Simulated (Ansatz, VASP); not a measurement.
**KSc: VASP beside Ansatz**

```
K Sc
1.0
     6.78315    0.00000    0.00000
     0.00000    6.78315    0.00000
     0.00000    0.00000    6.78315
K Sc
4 4
Direct
  0.16256 0.16256 0.16256
  0.33744 0.83744 0.66256
  0.66256 0.33744 0.83744
  0.83744 0.66256 0.33744
  0.85352 0.85352 0.85352
  0.64648 0.14648 0.35352
  0.35352 0.64648 0.14648
  0.14648 0.35352 0.64648
```

Alike in both runs: functional r2SCAN; k mesh 4 × 4 × 4; occupations gaussian, width 0.1 eV; no spin polarisation.

Ansatz relaxed the structure, and its values are those at the end. VASP's run is a single point on that final structure, the one shown.

|  | VASP | Ansatz |
| --- | --- | --- |
| version | VASP 6.6.1 | Ansatz 0.2.0 |
| potentials or method | VASP PAW PBE potentials, release 64 (K_sv, Sc_sv), cutoff 520 eV | scalar-relativistic, plane waves, PAW |
| valence electrons in the cell | 80 | 80 |

Ansatz gave:

| Property | Result |
| --- | --- |
| gap on the k mesh at the Fermi level (eV) | none |
| pressure (GPa) | 0.1 |
| rms of the force components (eV/Å) | 0.010 |

Q: Estimate VASP's values.

A: gap on the k mesh at the Fermi level (eV): none; pressure (GPa): 0.1; rms of the force components (eV/Å): 0.011.

VASP's potentials were made for PBE, not for r2SCAN. A gap of «none» marks a metal or a gap that the smearing closes.
